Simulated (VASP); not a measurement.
# GaSb in VASP: single point with PBEsol

Aim: the single point of GaSb with PBEsol.

Everything below comes from runs of VASP 6.6.1. Logs are shortened: lines on timing, memory, paths and dates and some standing lists are left out, and cuts for length are marked.

### 1 The cell of the first run

The cell holds a slab with vacuum, 14 atoms: a = 4.321 Å, b = 6.111 Å, c = 27.964 Å, α = 90.00°, β = 90.00°, γ = 90.00°.

### 2 Single point, PBEsol

Contents of INCAR:

```
SYSTEM = GaSb
PREC = Accurate
ENCUT = 520
EDIFF = 1E-7
ISMEAR = 0
SIGMA = 0.1
LREAL = .FALSE.
LASPH = .TRUE.
NELM = 100
ALGO = Normal
ISIF = 2
LWAVE = .FALSE.
LCHARG = .FALSE.
LDIPOL = .TRUE.
IDIPOL = 3
DIPOL = 0.5 0.5 0.500
GGA = PS
NBANDS = 76
KPAR = 4
```

Contents of KPOINTS:

```
regular mesh
0
G
  8 6 1
  0 0 0
```

Contents of POSCAR:

```
GaSb
1.0
    4.3212911440      0.0000000000      0.0000000000
    0.0000000000      6.1112285428      0.0000000000
    0.0000000000      0.0000000000     27.9638734319
Ga Sb
7 7
Direct
    0.5000000000      0.5605898585      0.2867452148
    0.0000000000     -0.0211133839      0.3424635120
    0.5000000000      0.4869741722      0.4232999526
    0.0000000000     -0.0148618418      0.4999998652
    0.5000000000      0.4869719857      0.5767002886
    0.0000000000     -0.0211181086      0.6575360287
    0.5000000000      0.5605844763      0.7132550357
    0.0000000000      0.7695672273      0.2587374114
    0.5000000000      0.2308543025      0.3464940152
    0.0000000000      0.7379629453      0.4219424485
    0.5000000000      0.2352145031      0.5000001544
    0.0000000000      0.7379605560      0.5780573616
    0.5000000000      0.2308502695      0.6535063484
    0.0000000000      0.7695630380      0.7412623628
```

Potentials or basis: VASP PAW PBE potentials, release 64 (Ga_d, Sb).

The run is started by

```console
> cat potpaw_PBE.64/Ga_d/POTCAR potpaw_PBE.64/Sb/POTCAR > POTCAR
> mpirun -np 4 vasp_std > vasp.out
```

OUTCAR:

```text
SYSTEM = GaSb
   PREC = Accurate
   ENCUT = 520
   EDIFF = 1E-7
   ISMEAR = 0
   LREAL = .FALSE.
   LASPH = .TRUE.
   NELM = 100
   ISIF = 2
   GGA = PS

 ion  position               nearest neighbor table
   1  0.500  0.561  0.287-   9 2.62   8 2.63   8 2.63
   2  0.000  0.979  0.342-   9 2.66   9 2.66  10 2.67   8 2.67
   3  0.500  0.487  0.423-  11 2.64  10 2.65  10 2.65   9 2.66
   4  0.000  0.985  0.500-  11 2.65  11 2.65  10 2.65  12 2.65
   5  0.500  0.487  0.577-  11 2.64  12 2.65  12 2.65  13 2.66
   6  0.000  0.979  0.658-  13 2.66  13 2.66  12 2.67  14 2.67
   7  0.500  0.561  0.713-  13 2.62  14 2.63  14 2.63
   8  0.000  0.770  0.259-   1 2.63   1 2.63   2 2.67
   9  0.500  0.231  0.346-   1 2.62   2 2.66   2 2.66   3 2.66
  10  0.000  0.738  0.422-   3 2.65   3 2.65   4 2.65   2 2.67
  11  0.500  0.235  0.500-   5 2.64   3 2.64   4 2.65   4 2.65
  12  0.000  0.738  0.578-   5 2.65   5 2.65   4 2.65   6 2.67
  13  0.500  0.231  0.654-   7 2.62   6 2.66   6 2.66   5 2.66
  14  0.000  0.770  0.741-   7 2.63   7 2.63   6 2.67

  LATTYP: Found a simple orthorhombic cell.
 ALAT       =     4.3212911440
 B/A-ratio  =     1.4142135624
 C/A-ratio  =     6.4711847686

  Lattice vectors:

 A1 = (   4.3212911440,   0.0000000000,   0.0000000000)
 A2 = (   0.0000000000,   6.1112285428,   0.0000000000)
 A3 = (   0.0000000000,   0.0000000000,  27.9638734319)

Analysis of symmetry for initial positions (statically):
=====================================================================
 Subroutine PRICEL returns:
 Original cell was already a primitive cell.

 Routine SETGRP: Setting up the symmetry group for a
 simple orthorhombic supercell.

 Subroutine GETGRP returns: Found  4 space group operations
 (whereof  4 operations were pure point group operations)
 out of a pool of  8 trial point group operations.

The static configuration has the point symmetry C_2v.

Analysis of symmetry for dynamics (positions and initial velocities):
=====================================================================
 Subroutine PRICEL returns:
 Original cell was already a primitive cell.

 Routine SETGRP: Setting up the symmetry group for a
 simple orthorhombic supercell.

 Subroutine GETGRP returns: Found  4 space group operations
 (whereof  4 operations were pure point group operations)
 out of a pool of  8 trial point group operations.

The dynamic configuration has the point symmetry C_2v.

 Subroutine INISYM returns: Found  4 space group operations
[... 136 lines left out ...]
     AMIX_MAG =   1.60;   BMIX_MAG =  1.00
  volume/ion in A,a.u.               =      52.75       355.97
  Fermi-wavevector in a.u.,A,eV,Ry     =   0.907999  1.715869 11.217481  0.824462
  Thomas-Fermi vector in A             =   2.031873
   LORBIT       =      0    0 simple, 1 ext, 2 COOP (PROOUT), +10 PAW based schemes
   GGA     = PS    functional components
   LHFCALC =     F    Hartree Fock is set to
   AEXX    =    0.0000 exact exchange contribution
   IVDW    =     0    specifies the selected vdW correction
   LEPSILON=     F    determine dielectric tensor
   LRPA    =     F    only Hartree local field effects (RPA)
 non-spin polarized calculation
 Gauss-broadening in eV      SIGMA  =   0.10
  energy-cutoff  :      520.00
  volume of cell :      738.48
 maximum number of plane-waves:     19984
   NGX = 17   NGY = 23   NGZ =103

 number of electron     126.0000067 magnetization

 dipolmoment           0.000000      0.000000     -0.000003 electrons x Angstroem

 Free energy of the ion-electron system (eV)
  ---------------------------------------------------
  ext. energy  EPLUGINS =         0.00000000
  ---------------------------------------------------
  free energy    TOTEN  =       -55.19568284 eV

  energy without entropy =      -55.19538389  energy(sigma->0) =      -55.19553337

 E-fermi :   0.6460     XC(G=0):  -5.5097

 val. band max:        0.5022896989   @ k =   0.0000   0.0000   0.0000
 cond. band min:       0.7899791303   @ k =   0.0000   0.5000   0.0000
 fundamental gap:      0.2876894314
 Fermi energy:         0.6460136813

 k-point     1 :       0.0000    0.0000    0.0000
  band No.  band energies     occupation
      1     -14.6606      2.00000
      2     -14.6603      2.00000
      3     -14.6023      2.00000
      4     -14.6021      2.00000
      5     -14.5678      2.00000
      6     -14.5675      2.00000
[... 1549 lines left out ...]
     74       4.0953      0.00000
     75       4.1086      0.00000
 [bands above 75 left out]

------------------------ aborting loop because EDIFF is reached ----------------------------------------

 vacuum level on the upper side and lower side of the slab       (xc-potential included)        -0.061        -0.061

  FORCE on cell =-STRESS in cart. coord.  units (eV):
  Direction    XX          YY          ZZ          XY          YZ          ZX
  --------------------------------------------------------------------------------------
  -------------------------------------------------------------------------------------
  Total       -1.6671165     -0.5179261      0.2891407      0.0000000      0.0000000      0.0000000
  in kB       -3.6169053     -1.1236707      0.6273075      0.0000000      0.0000000      0.0000000
  external PRESSURE =      -1.3710895 kB  Pullay stress =       0.0000000 kB

 VOLUME and BASIS-vectors are now :
 -----------------------------------------------------------------------------
  energy-cutoff  :      520.00
  volume of cell :      738.48
      direct lattice vectors                 reciprocal lattice vectors
     4.321291144  0.000000000  0.000000000     0.231412318  0.000000000  0.000000000
     0.000000000  6.111228543  0.000000000     0.000000000  0.163633219  0.000000000
     0.000000000  0.000000000 27.963873432     0.000000000  0.000000000  0.035760425

 POSITION                                       TOTAL-FORCE (eV/Angst)
 -----------------------------------------------------------------------------------
      2.16065      3.42589      8.01851         0.000000     -0.007230      0.006106
      0.00000      5.98220      9.57661        -0.000000      0.000920      0.009857
      2.16065      2.97601     11.83711         0.000000      0.005147      0.002761
      0.00000      6.02040     13.98193        -0.000000     -0.002384      0.000000
      2.16065      2.97600     16.12677         0.000000      0.005147     -0.002761
      0.00000      5.98217     18.38725        -0.000000      0.000920     -0.009857
      2.16065      3.42586     19.94537         0.000000     -0.007230     -0.006106
      0.00000      4.70300      7.23530        -0.000000      0.012948     -0.032625
      2.16065      1.41080      9.68931        -0.000000     -0.009259     -0.004584
      0.00000      4.50986     11.79915        -0.000000     -0.001124     -0.001632
      2.16065      1.43745     13.98194        -0.000000     -0.000421      0.000000
      0.00000      4.50985     16.16472        -0.000000     -0.001124      0.001632
      2.16065      1.41078     18.27457        -0.000000     -0.009259      0.004584
      0.00000      4.70298     20.72857        -0.000000      0.012948      0.032625
 -----------------------------------------------------------------------------------
    total drift:                                0.000000      0.005650     -0.001177

  FREE ENERGIE OF THE ION-ELECTRON SYSTEM (eV)
  ---------------------------------------------------
  free  energy   TOTEN  =       -55.1956828412 eV

  energy  without entropy=      -55.1953838946  energy(sigma->0) =      -55.19553337

 vacuum level on the upper side and lower side of the slab         4.929         4.929
```

OSZICAR:

```text
N       E                     dE             d eps       ncg     rms          rms(c)
DAV:   1     0.101402092031E+04    0.10140E+04   -0.52943E+04  3208   0.169E+03
DAV:   2     0.105712384345E+03   -0.90831E+03   -0.88076E+03  3376   0.404E+02
DAV:   3    -0.439671587804E+02   -0.14968E+03   -0.14271E+03  3704   0.156E+02
[... 17 lines left out ...]
DAV:  21    -0.551956791123E+02   -0.62187E-05   -0.22152E-07  2416   0.334E-03    0.340E-04
DAV:  22    -0.551956816023E+02   -0.24900E-05   -0.84095E-08  2240   0.150E-03    0.201E-04
DAV:  23    -0.551956826743E+02   -0.10720E-05   -0.39956E-08  2184   0.222E-03    0.942E-05
DAV:  24    -0.551956828225E+02   -0.14818E-06   -0.77574E-09  2024   0.992E-04    0.603E-05
DAV:  25    -0.551956828412E+02   -0.18759E-07   -0.42739E-09  1944   0.412E-04
   1 F= -.55195683E+02 E0= -.55195533E+02  d E =-.298947E-03
```

stdout:

```text
POSCAR found type information on POSCAR GaSb
 POSCAR found :  2 types and      14 ions
 scaLAPACK will be used
 -----------------------------------------------------------------------------
|                                                                             |
|                                                                             |
|     You enforced a specific xc type in the INCAR file but a different       |
|     I HOPE YOU KNOW WHAT YOU ARE DOING!                                     |
|                                                                             |
 -----------------------------------------------------------------------------

 LDA part: xc-table for (Slater+PW92), standard interpolation
 POSCAR, INCAR and KPOINTS ok, starting setup
 FFT: planning ... GRIDC
 FFT: planning ... GRID_SOFT
 FFT: planning ... GRID
 WAVECAR not read
 entering main loop
```

It took 11 min on 4 MPI ranks of Intel Xeon Platinum 8259CL at 2.50GHz (Skylake/Cascade Lake), shared host; peak memory 1.2 GiB.

What came out:

| Quantity | Value |
| --- | --- |
| Free energy | -55.1957 eV |
| Largest force | 0.035 eV/Å |
| Band gap on the k mesh | 0.29 eV (least direct gap 0.59 eV) |

Forces in eV/Å, atoms in the order of the input:
```
Ga   0.000 -0.007  0.006
Ga   0.000  0.001  0.010
Ga   0.000  0.005  0.003
Ga   0.000 -0.002  0.000
Ga   0.000  0.005 -0.003
Ga   0.000  0.001 -0.010
Ga   0.000 -0.007 -0.006
Sb   0.000  0.013 -0.033
Sb   0.000 -0.009 -0.005
Sb   0.000 -0.001 -0.002
Sb   0.000  0.000  0.000
Sb   0.000 -0.001  0.002
Sb   0.000 -0.009  0.005
Sb   0.000  0.013  0.033
```

Levels at points of the mesh, in eV from the valence-band top:
| k point | band 61 | band 62 | band 63 | band 64 | band 65 | band 66 |
| --- | --- | --- | --- | --- | --- | --- |
| (0.00, 0.00, 0.00) | -0.40 | -0.19 | 0.00 | 0.59 | 0.96 | 1.09 |
| (0.50, 0.00, 0.00) | -1.48 | -1.31 | -1.03 | 0.41 | 0.59 | 0.99 |
| (0.00, 0.50, 0.00) | -1.07 | -1.02 | -0.86 | 0.29 | 0.69 | 0.79 |
| (0.50, 0.50, 0.00) | -1.31 | -0.91 | -0.86 | 0.41 | 1.21 | 1.27 |

Caveat: semilocal functionals underestimate gaps, and a narrow one can read as zero; the PAW data sets were made with another functional, which shifts forces and pressure a little; spin-orbit coupling is left out, which moves the levels of the heavy elements.
